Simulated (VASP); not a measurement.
Runs of VASP 6.6.1 on S. The structure is that of space group P4_2/mnm (No. 136), or close to it. The cells are those of the table. 

```tsv
cell	gap on the mesh (eV)	pressure (GPa)	largest force (eV/Å)
a = 5.024, b = 5.024, c = 2.545 Å, 4 atoms	none	9.5	0.16
a = 5.398, b = 5.398, c = 2.937 Å, 4 atoms	none	(b)	0.20
a = 4.703, b = 4.703, c = 2.411 Å, 4 atoms	none	29.5	0.14
a = 4.835, b = 4.835, c = 2.476 Å, 4 atoms	none	(a)	0.16
```

Alike in all rows: task single point; level PBEsol; potentials or basis VASP PAW PBE potentials, release 64 (S); no spin polarisation; k mesh 4 × 4 × 7; cutoff (eV) 520; smearing gaussian 0.05 eV.

Q: Estimate the missing entries.

A: (a) 19.5; (b) -0.5.

Caveats: some runs use coarse meshes; the PAW data sets were made with another functional, which shifts forces and pressure a little.

A gap of «none» marks levels without a gap at the run's occupations.
